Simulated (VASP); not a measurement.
# TaN (WC type) (P-6m2) in VASP: notebook

TaN (WC type) is run at these levels: PBE; tasks: relaxation of shape and atoms at fixed volume, relaxation of cell and atoms.

Everything below comes from runs of VASP 6.6.1. Logs are shortened: lines on timing, memory, paths and dates and some standing lists are left out, and cuts for length are marked.

## 1. The cell of the first run

It takes space group P-6m2 (No. 187, hexagonal). The conventional cell has a = 2.542 Å, b = 2.542 Å, c = 2.497 Å, α = 90.00°, β = 90.00°, γ = 120.00°. Within 2.6 Å of Ta (site symmetry -6m2) lie 6 N at 1.93 Å and 8 Ta at 2.50 to 2.54 Å. N (site symmetry -6m2) has 6 Ta at 1.93 Å and 8 N at 2.50 to 2.54 Å within 2.6 Å.

## 2. Relaxation of shape and atoms at fixed volume, PBE

The input, INCAR:

```
PREC = Accurate
ENCUT = 600
EDIFF = 1E-6
ISMEAR = -1
SIGMA = 0.05
LREAL = False
LASPH = True
NELM = 100
ALGO = Normal
ISIF = 4
LWAVE = False
LCHARG = False
GGA = PE
IBRION = 2
NSW = 50
EDIFFG = -0.005
```

The input, KPOINTS:

```
Automatic mesh
0
Gamma
  15 15 13
```

The input, POSCAR:

```
TaN
1.0
    2.5423634436      0.0000000000      0.0000000000
   -1.2711817218      2.2017513278      0.0000000000
    0.0000000000      0.0000000000      2.4971851519
Ta N
1 1
Direct
    0.0000000000      0.0000000000      0.0000000000
    0.3333333333      0.6666666667      0.5000000000
```

Potentials or basis: VASP PAW PBE potentials, release 64 (Ta_pv, N).

Command:

```console
$ cat potpaw_PBE.64/Ta_pv/POTCAR potpaw_PBE.64/N/POTCAR > POTCAR
$ mpirun -np 1 vasp_std > vasp.out
```

OUTCAR:

```text
PREC = Accurate
   ENCUT = 600
   EDIFF = 1E-6
   ISMEAR = -1
   LREAL = False
   LASPH = True
   NELM = 100
   ISIF = 4
   GGA = PE
   IBRION = 2
   NSW = 50
   EDIFFG = -0.005

 ion  position               nearest neighbor table
   1  0.000  0.000  0.000-   2 1.93   2 1.93   2 1.93   2 1.93   2 1.93   2 1.93
   2  0.333  0.667  0.500-   1 1.93   1 1.93   1 1.93   1 1.93   1 1.93   1 1.93

  LATTYP: Found a hexagonal cell.
 ALAT       =     2.5423634436
 C/A-ratio  =     0.9822298060

  Lattice vectors:

 A1 = (   2.5423634436,   0.0000000000,   0.0000000000)
 A2 = (  -1.2711817218,   2.2017513278,   0.0000000000)
 A3 = (   0.0000000000,   0.0000000000,   2.4971851519)

Analysis of symmetry for initial positions (statically):
=====================================================================
 Subroutine PRICEL returns:
 Original cell was already a primitive cell.

 Routine SETGRP: Setting up the symmetry group for a
 hexagonal supercell.

 Subroutine GETGRP returns: Found 12 space group operations
 (whereof 12 operations were pure point group operations)
 out of a pool of 24 trial point group operations.

The static configuration has the point symmetry D_3h.

Analysis of symmetry for dynamics (positions and initial velocities):
=====================================================================
 Subroutine PRICEL returns:
 Original cell was already a primitive cell.

 Routine SETGRP: Setting up the symmetry group for a
 hexagonal supercell.

 Subroutine GETGRP returns: Found 12 space group operations
 (whereof 12 operations were pure point group operations)
 out of a pool of 24 trial point group operations.

The dynamic configuration has the point symmetry D_3h.

 Subroutine INISYM returns: Found 12 space group operations
 (whereof 12 operations are pure point group operations),
 and found     1 'primitive' translations

----------------------------------------------------------------------------------------

                                     Primitive cell

  volume of cell :      13.9784

  direct lattice vectors                    reciprocal lattice vectors
     2.542363444  0.000000000  0.000000000     0.393334793  0.227091949  0.000000000
    -1.271181722  2.201751328  0.000000000     0.000000000  0.454183898  0.000000000
     0.000000000  0.000000000  2.497185152     0.000000000  0.000000000  0.400450883

  length of vectors
     2.542363444  2.542363444  2.497185152     0.454183898  0.454183898  0.400450883

  position of ions in fractional coordinates (direct lattice)
     0.000000000  0.000000000  0.000000000
     0.333333333  0.666666667  0.500000000

  ion indices of the primitive-cell ions
   primitive index   ion index
                 1           1
                 2           2

----------------------------------------------------------------------------------------

 KPOINTS: Automatic mesh

Automatic generation of k-mesh.
 Grid dimensions read from file:
 generate k-points for:   15   15   13

 Generating k-lattice:

  Cartesian coordinates                     Fractional coordinates (reciprocal lattice)
     0.026222320  0.015139463  0.000000000     0.066666667  0.000000000  0.000000000
     0.000000000  0.030278927  0.000000000     0.000000000  0.066666667  0.000000000
     0.000000000  0.000000000  0.030803914     0.000000000  0.000000000  0.076923077

  Length of vectors
     0.030278927  0.030278927  0.030803914

  Shift w.r.t. Gamma in fractional coordinates (k-lattice)
     0.000000000  0.000000000  0.000000000

 Subroutine IBZKPT returns following result:
 ===========================================

 Found    189 irreducible k-points:

 Following reciprocal coordinates:
            Coordinates               Weight
  0.000000  0.000000  0.000000      1.000000
  0.066667  0.000000  0.000000      6.000000
  0.133333  0.000000  0.000000      6.000000
  0.200000  0.000000  0.000000      6.000000
  0.266667  0.000000  0.000000      6.000000
  0.333333  0.000000  0.000000      6.000000
[... 16 lines left out ...]
  0.333333  0.200000  0.000000     12.000000
  0.400000  0.200000  0.000000      6.000000
 [... further k-points ...]
   k-points           NKPTS =    189   k-points in BZ     NKDIM =    189   number of bands    NBANDS=     12
   number of dos      NEDOS =    301   number of ions     NIONS =      2
   total plane-waves  NPLWV =   8000
   dimension x,y,z NGX =    20 NGY =   20 NGZ =   20
   dimension x,y,z NGXF=    40 NGYF=   40 NGZF=   40
   ions per type =               1   1
   NGX,Y,Z   is equivalent  to a cutoff of  13.08, 13.08, 13.31 a.u.
   NGXF,Y,Z  is equivalent  to a cutoff of  26.16, 26.16, 26.63 a.u.
 SYSTEM =  unknown system
   PREC   = accura    normal or accurate (medium, high low for compatibility)
   ISTART =      0    job   : 0-new  1-cont  2-samecut
   ICHARG =      2    charge: 1-file 2-atom 10-const
   ISPIN  =      1    spin polarized calculation?
   LNONCOLLINEAR =      F non collinear calculations
   LSORBIT =      F    spin-orbit coupling
   LASPH  =      T    aspherical Exc in radial PAW
   ENCUT  =  600.0 eV  44.10 Ry    6.64 a.u.   5.08  5.08  4.99*2*pi/ulx,y,z
   NELM   =    100;   NELMIN=  2; NELMDL= -5     # of ELM steps
   EDIFF  = 0.1E-05   stopping-criterion for ELM
   LREAL  =      F    real-space projection
   EDIFFG = -.5E-02   stopping-criterion for IOM
   NSW    =     50    number of steps for IOM
   IBRION =      2    ionic relax: 0-MD 1-quasi-New 2-CG
   NFREE  =      1    steps in history (QN), initial steepest desc. (CG)
   ISIF   =      4    stress and relaxation
   ISYM   =      2    0-nonsym 1-usesym 2-fastsym
   POTIM  = 0.5000    time-step for ionic-motion
   TEBEG  =    0.0;   TEEND  =   0.0 temperature during run
   PSTRESS=    0.0 pullay stress
   NELECT =      16.0000    total number of electrons
   NUPDOWN=      -1.0000    fix difference up-down
   EMIN   =  10.00;   EMAX   =-10.00  energy-range for DOS
   EFERMI =   0.00;   METHOD = LEGACY
   ISMEAR =    -1;   SIGMA  =   0.05  broadening in eV -4-tet -1-fermi 0-gaus
   EFERMI_NEDOS =   21; number of points for ismear=-14 and -15
   IALGO  =     38    algorithm
   IMIX   =      4    mixing-type and parameters
     AMIX     =   0.40;   BMIX     =  1.00
     AMIX_MAG =   1.60;   BMIX_MAG =  1.00
  volume/ion in A,a.u.               =       6.99        47.17
  Fermi-wavevector in a.u.,A,eV,Ry     =   1.712495  3.236146 39.900971  2.932639
  Thomas-Fermi vector in A             =   2.790413
   LORBIT       =      0    0 simple, 1 ext, 2 COOP (PROOUT), +10 PAW based schemes
   GGA     = PE    functional components
   LHFCALC =     F    Hartree Fock is set to
   AEXX    =    0.0000 exact exchange contribution
   IVDW    =     0    specifies the selected vdW correction
   LEPSILON=     F    determine dielectric tensor
   LRPA    =     F    only Hartree local field effects (RPA)
 conjugate gradient relaxation of ions
 non-spin polarized calculation
  energy-cutoff  :      600.00
  volume of cell :       13.98
 maximum number of plane-waves:       478
   NGX = 11   NGY = 11   NGZ =  9

--------------------------------------- Ionic step        1  -------------------------------------------

 number of electron      16.0000002 magnetization

 Free energy of the ion-electron system (eV)
  ---------------------------------------------------
  ext. energy  EPLUGINS =         0.00000000
  ---------------------------------------------------
  free energy    TOTEN  =       -15.86837587 eV

  energy without entropy =      -15.86674788  energy(sigma->0) =      -15.86756188

------------------------ aborting loop because EDIFF is reached ----------------------------------------

  FORCE on cell =-STRESS in cart. coord.  units (eV):
  Direction    XX          YY          ZZ          XY          YZ          ZX
  --------------------------------------------------------------------------------------
  -------------------------------------------------------------------------------------
  Total       32.9401486     32.9401486     36.6597057      0.0000000     -0.0000000      0.0000000
  in kB     3775.5436015   3775.5436014   4201.8728851      0.0000000     -0.0000000      0.0000000
  external PRESSURE =    3917.6533627 kB  Pullay stress =       0.0000000 kB
[... 93 lines left out ...]
  energy  without entropy=      -15.9052882977  energy(sigma->0) =      -15.90640589

--------------------------------------- Ionic step        4  -------------------------------------------

 number of electron      16.0000001 magnetization

 Free energy of the ion-electron system (eV)
  ---------------------------------------------------
  ext. energy  EPLUGINS =         0.00000000
  ---------------------------------------------------
  free energy    TOTEN  =       -15.90755691 eV

  energy without entropy =      -15.90533601  energy(sigma->0) =      -15.90644646

 E-fermi :  14.1187     XC(G=0): -15.8895

 val. band max:       14.1098824628   @ k =   0.1333   0.0000   0.4615
 cond. band min:      14.1223177296   @ k =   0.3333   0.3333   0.0000
 fundamental gap:      0.0124352668
 Fermi energy:        14.1187071986

 k-point     1 :       0.0000    0.0000    0.0000
  band No.  band energies     occupation
      1     -20.6057      2.00000
      2     -19.4639      2.00000
      3     -19.4639      2.00000
      4      -7.6334      2.00000
      5       6.5770      2.00000
      6       6.9558      2.00000
      7       6.9558      2.00000
      8      10.3016      2.00000
      9      19.1798      0.00000
     10      19.1798      0.00000
     11      19.3112      0.00000
     12      20.3803      0.00000
[... 331 lines left out ...]
 k-point    24 :       0.4000    0.2000    0.0000
  band No.  band energies     occupation
      1     -23.3910      2.00000
      2     -21.5197      2.00000
      3     -19.7630      2.00000
      4      -2.3800      2.00000
      5       3.2021      2.00000
      6       5.3098      2.00000
      7       7.1301      2.00000
      8      11.5172      2.00000
      9      15.0133      0.00000
     10      17.9946      0.00000
     11      19.5487      0.00000
     12      25.2582      0.00000

 [... further k-points ...]

------------------------ aborting loop because EDIFF is reached ----------------------------------------

  FORCE on cell =-STRESS in cart. coord.  units (eV):
  Direction    XX          YY          ZZ          XY          YZ          ZX
  --------------------------------------------------------------------------------------
  -------------------------------------------------------------------------------------
  Total       33.9489619     33.9489619     33.9412725      0.0000000     -0.0000000     -0.0000000
  in kB     3891.1720664   3891.1720663   3890.2907175      0.0000000     -0.0000000     -0.0000000
  external PRESSURE =    3890.8782834 kB  Pullay stress =       0.0000000 kB
[... 17 lines left out ...]
  FREE ENERGIE OF THE ION-ELECTRON SYSTEM (eV)
  ---------------------------------------------------
  free  energy   TOTEN  =       -15.9075569132 eV

  energy  without entropy=      -15.9053360122  energy(sigma->0) =      -15.90644646

 reached required accuracy - stopping structural energy minimisation
```

It took 75 s on 1 thread of Intel Xeon 8259CL, shared host; peak memory 0.16 GiB.

What came out:

```yaml
Free_energy: -15.9076 eV
Energy_gained_by_relaxing: 19.6 meV/atom
Ionic_steps: 4
Pressure_after_relaxing: 389.1 GPa
Band_gap_on_the_k_mesh: zero (bands 8 and 9 overlap by 1.75 eV)
```

The path:
```
step  energy change (eV)  largest force (eV/Å)  pressure (GPa)  volume (Å³)
   1              0.0000                0.0000          391.77        13.98
   2              0.0727                0.0000          385.18        13.98
   3             -0.0391                0.0000          389.03        13.98
   4             -0.0392                0.0000          389.09        13.98
```

Final structure:
```cif
data_structure
_symmetry_space_group_name_H-M 'P 1'
_symmetry_Int_Tables_number 1
_cell_length_a 2.5153
_cell_length_b 2.5153
_cell_length_c 2.5512
_cell_angle_alpha 90.000
_cell_angle_beta 90.000
_cell_angle_gamma 120.000
_cell_volume 13.98
loop_
_atom_site_label
_atom_site_type_symbol
_atom_site_fract_x
_atom_site_fract_y
_atom_site_fract_z
_atom_site_occupancy
Ta1 Ta 0.00000 0.00000 0.00000 1
N1 N 0.33333 0.66667 0.50000 1
```

Levels at points of the mesh, in eV from the Fermi level:
| k point | band 5 | band 6 | band 7 | band 8 | band 9 | band 10 | band 11 | band 12 |
| --- | --- | --- | --- | --- | --- | --- | --- | --- |
| (0.00, 0.00, 0.00) | -7.54 | -7.16 | -7.16 | -3.82 | 5.06 | 5.06 | 5.19 | 6.26 |

Caveat: spin-orbit coupling is left out, which moves the levels of the heavy elements.

## 3. Relaxation of shape and atoms at fixed volume, PBE

This run uses another cell than the first one, of 7.86 Å³/atom.

The input, INCAR:

```
SYSTEM = TaN
ALGO     = Normal         ! electronic algorithm
EDIFF    = 1E-6           ! SCF threshold, eV
EDIFFG   = -0.005         ! ionic threshold
ENCUT    = 600            ! plane-wave cutoff, eV
GGA      = PE             ! functional
IBRION   = 2              ! ionic algorithm
ISIF     = 4              ! what is computed and relaxed
ISMEAR   = -1             ! smearing method
LASPH    = .TRUE.         ! aspherical terms in the spheres
LCHARG   = .FALSE.        ! write CHGCAR
LREAL    = .FALSE.        ! projectors in reciprocal space
LWAVE    = .FALSE.        ! write WAVECAR
NELM     = 60             ! most SCF steps
NSW      = 50             ! ionic steps
PREC     = Accurate       ! precision mode
SIGMA    = 0.05           ! smearing width, eV
```

The input, KPOINTS:

```
k-points
0
G
  15 15 13
  0 0 0
```

The input, POSCAR:

```
TaN
1.0
    2.6441645356      0.0000000000      0.0000000000
   -1.3220822678      2.2899136596      0.0000000000
    0.0000000000      0.0000000000      2.5971772188
Ta N
1 1
Direct
    0.0000000000      0.0000000000      0.0000000000
    0.3333333333      0.6666666667      0.5000000000
```

Potentials or basis: VASP PAW PBE potentials, release 64 (Ta_pv, N).

Command:

```console
$ cat potpaw_PBE.64/Ta_pv/POTCAR potpaw_PBE.64/N/POTCAR > POTCAR
$ mpirun -np 1 vasp_std > vasp.out
```

It took 2.8 min on 1 thread of Intel Xeon 8259CL, shared host; peak memory 0.19 GiB.

Results (log left out):

```yaml
Free_energy: -19.1918 eV
Energy_gained_by_relaxing: 9.5 meV/atom
Ionic_steps: 15
Pressure_after_relaxing: 225.5 GPa
Band_gap_on_the_k_mesh: zero (bands 8 and 9 overlap by 0.86 eV)
```

Stress tensor (GPa, compression positive):
```
225.50   0.00   0.00
  0.00 225.50   0.00
  0.00   0.00 225.64
```

Step by step:
| step | energy change (eV) | largest force (eV/Å) | pressure (GPa) | volume (Å³) |
| --- | --- | --- | --- | --- |
| 1 | 0.0000 | 0.0000 | 226.97 | 15.73 |
| 2 | 0.0314 | 0.0000 | 223.42 | 15.73 |
| 3 | -0.0189 | 0.0000 | 225.52 | 15.73 |
| 4 | -0.0189 | 0.0000 | 225.55 | 15.73 |
| 5 | -0.0189 | 0.0000 | 225.55 | 15.73 |
| 6 | -0.0189 | 0.0000 | 225.55 | 15.73 |
| 7 | -0.0189 | 0.0000 | 225.55 | 15.73 |
| 8 | -0.0189 | 0.0000 | 225.55 | 15.73 |
| 9 | -0.0189 | 0.0000 | 225.55 | 15.73 |
| 10 | -0.0189 | 0.0000 | 225.55 | 15.73 |
| 11 | -0.0189 | 0.0000 | 225.55 | 15.73 |
| 12 | -0.0189 | 0.0000 | 225.55 | 15.73 |
| 13 | -0.0189 | 0.0000 | 225.55 | 15.73 |
| 14 | -0.0189 | 0.0000 | 225.55 | 15.73 |
| 15 | -0.0189 | 0.0000 | 225.55 | 15.73 |

Final structure:
```
Ta N
1.0
     2.62434    0.00000    0.00000
    -1.31217    2.27275    0.00000
     0.00000    0.00000    2.63656
Ta N
1 1
Direct
  0.00000 0.00000 0.00000
  0.33333 0.66667 0.50000
```

Levels at points of the mesh, in eV from the Fermi level:
| k point | band 6 | band 7 | band 8 | band 9 | band 10 | band 11 |
| --- | --- | --- | --- | --- | --- | --- |
| (0.00, 0.00, 0.00) | -6.21 | -6.21 | -3.52 | 4.59 | 4.78 | 4.78 |

Caveat: spin-orbit coupling is left out, which moves the levels of the heavy elements.

[end of part 1 of 3]
